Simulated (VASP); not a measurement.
A run of VASP 6.6.1 is set up as follows.

Contents of POSCAR:

```
CdS
1.0
    4.2611700000      0.0000000000      0.0000000000
   -2.1305850000      3.6902814698      0.0000000000
    0.0000000000      0.0000000000      5.8041730000
Cd S
1 1
Direct
    0.0000000000      0.0000000000      0.4426920000
    0.6666666667      0.3333333333      0.4343080000
```

File INCAR.step1:

```
  ALGO = Normal
  EDIFF = 1E-5
  ENCUT = 550
  GGA = PE
  GGA_COMPAT = False
  ISMEAR = -1
  LASPH = True
  LCHARG = False
  LREAL = False
  LWAVE = True
  NBANDS = 16
  NELM = 120
  PREC = Accurate
  SIGMA = 0.1
```

The input INCAR.step2:

```
  ALGO = Normal
  EDIFF = 1E-6
  ENCUT = 550
  GGA_COMPAT = False
  ISIF = 2
  ISMEAR = -1
  ISTART = 1
  LASPH = True
  LCHARG = True
  LELF = True
  LMIXTAU = True
  LREAL = False
  LVHAR = True
  LWAVE = False
  METAGGA = R2SCAN
  NBANDS = 16
  NELM = 120
  PREC = Accurate
  SIGMA = 0.1
```

File KPOINTS:

```
k-points
0
Gamma
  4 4 3
```

Potentials or basis: VASP PAW PBE potentials, release 64 (Cd, S).

The run is started by

```console
$ cat potpaw_PBE.64/Cd/POTCAR potpaw_PBE.64/S/POTCAR > POTCAR
$ cp INCAR.step1 INCAR
$ mpirun -np 1 vasp_std > vasp.out
$ cp INCAR.step2 INCAR
$ mpirun -np 1 vasp_std > vasp.out
```

Problem. Predict the band gap on the k mesh.

Solution. 1.89 eV.

Problem. Estimate the pressure.

Solution. -0.6 GPa.

Problem. Predict the largest force.

Solution. 0.011 eV/Å.

Forces in eV/Å, atoms in the order of the input:
```
Cd   0.000  0.000 -0.011
S    0.000  0.000  0.011
```

Caveat: the k points lie up to 0.43 Å⁻¹ apart; the PAW data sets were made with another functional, which shifts forces and pressure a little. A k mesh can miss the band edges.
